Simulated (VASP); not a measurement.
Set up this calculation in VASP 6.6.1, as the native input.

```yaml
Task: single point
Functional: LDA
Potentials_or_basis: VASP PAW LDA potentials, release 64 (Cu_sv_GW, O)
Cutoff: 700 eV
k_mesh: 10 × 10 × 10
Occupations: fermi-dirac, width 0.05 eV
Spin: no spin polarisation
Hubbard_terms: Cu d U = 5.3 eV
Dipole_correction: no
Second_run: valence_matched
Further_INCAR_settings: ALGO = Normal; EDIFF = 1e-06; NBANDS = 20
```

The structure of CuO lies in POSCAR:

```
CuO
1.0
    0.0000000000      2.3272527300      2.3272527300
    2.3272527300      0.0000000000      2.3272527300
    2.3272527300      2.3272527300      0.0000000000
Cu O
1 1
Direct
    0.0000000000      0.0000000000      0.0000000000
    0.2500000000      0.2500000000      0.2500000000
```

These files were run (other wordings do the same):

INCAR

```
SYSTEM = CuO
PREC     = Accurate       ! precision mode
ENCUT    = 700            ! plane-wave cutoff, eV
EDIFF    = 1E-6           ! SCF threshold, eV
ISMEAR   = -1             ! smearing method
SIGMA    = 0.05           ! smearing width, eV
LREAL    = .False.        ! projectors in reciprocal space
LASPH    = .True.         ! aspherical terms in the spheres
NELM     = 200            ! most SCF steps
ALGO     = Normal         ! electronic algorithm
ISIF     = 2              ! what is computed and relaxed
LWAVE    = .False.        ! write WAVECAR
LCHARG   = .True.         ! write CHGCAR
LMAXMIX  = 4              ! l up to which the mixer works
LDAU     = .True.         ! DFT+U
LDAUTYPE = 2            
LDAUL    = 2 -1           ! shell
LDAUU    = 5.3 0          ! U, eV
LDAUJ    = 0 0          
LDAUPRINT= 1            
GGA      = CA             ! functional
LELF     = .True.         ! ELF
LVHAR    = .True.       
NBANDS   = 20             ! bands
GGA_COMPAT= .False.
```

KPOINTS

```
regular mesh
0
Gamma
  10 10 10
  0 0 0
```

Potentials or basis: VASP PAW LDA potentials, release 64 (Cu_sv_GW, O).

Launch:

```console
$ cat potpaw_LDA.64/Cu_sv_GW/POTCAR potpaw_LDA.64/O/POTCAR > POTCAR
$ mpirun -np 1 vasp_std > vasp.out
```

It gave:

The pressure is -21.5 GPa.

Caveat: an odd number of electrons without spin polarisation forces a metal; a magnetic or distorted state may lie lower; U without spin polarisation on a metal has little footing.

Wall time 64 s on 1 thread of Intel(R) Xeon(R) Platinum 8259CL CPU @ 2.50GHz (Skylake/Cascade Lake) (shared host), peak memory 0.17 GiB.
